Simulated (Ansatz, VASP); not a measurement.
**LiF in VASP and in Ansatz**

```xyz
4
Lattice="3.0464 0.0000 0.0000 -1.5232 2.6383 0.0000 0.0000 0.0000 4.6092" Properties=species:S:1:pos:R:3 pbc="T T T"
Li    0.0000    1.7588    1.8130
Li    1.5232    0.8794    4.1176
F     0.0000    1.7588    4.5678
F     1.5232    0.8794    2.2632
```

Alike in both runs: task single point; functional LDA; k mesh 9 × 9 × 6; occupations gaussian, width 0.05 eV; no spin polarisation.

```csv
,VASP,Ansatz
version,VASP 6.6.1,Ansatz 0.2.0
potentials or method,"VASP PAW LDA potentials, release 64 (Li_sv, F), cutoff 520 eV","scalar-relativistic, plane waves, PAW"
valence electrons in the cell,20,20
```

```csv
,VASP,Ansatz,Ansatz less VASP
gap on the k mesh at the Fermi level (eV),7.75,7.77,+0.016
least direct gap on the mesh (eV),7.75,7.77,+0.016
rms of the force components (eV/Å),0.036,0.038,+0.0016
```

LDA's correlation is that of Perdew and Zunger in VASP and of Perdew and Wang (1992) in Ansatz. Atom by atom the forces differ by 0.002 eV/Å (rms over components).

Noted on VASP's run: the cutoff is under 1.25 times that of the potentials, so the pressure is a little rough.
